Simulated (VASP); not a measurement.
A run of VASP 6.6.1:

Contents of INCAR:

```
SYSTEM = WC
ALGO = Normal
EDIFF = 1E-6
ENCUT = 520
GGA = PS
ISIF = 2
ISMEAR = -1
LASPH = .True.
LCHARG = .False.
LREAL = .False.
LWAVE = .False.
NBANDS = 16
NELM = 80
PREC = Accurate
SIGMA = 0.1
```

The input KPOINTS:

```
Automatic mesh
0
Gamma
  6 6 5
  0.5 0.5 0
```

The input POSCAR:

```
WC
1.0
    2.9065000000      0.0000000000      0.0000000000
   -1.4532500000      2.5171030000      0.0000000000
    0.0000000000      0.0000000000      2.8366000000
W C
1 1
Direct
    0.0100000000      0.0000000000      0.0000000000
    0.6666666667      0.3333333333      0.5000000000
```

Potentials or basis: VASP PAW PBE potentials, release 64 (W_sv, C).

Launch:

```sh
$ cat potpaw_PBE.64/W_sv/POTCAR potpaw_PBE.64/C/POTCAR > POTCAR
$ mpirun -np 1 vasp_std > vasp.out
```

Hardware: 1 thread of Intel(R) Xeon(R) Platinum 8488C (Sapphire Rapids) (shared host).

Task: Estimate the wall time of this run.

Result: Run time: 25 s on 1 thread of Intel(R) Xeon(R) Platinum 8488C (Sapphire Rapids), on a shared host, peak memory 0.18 GiB. Counts: scf iterations 12, k points 162.
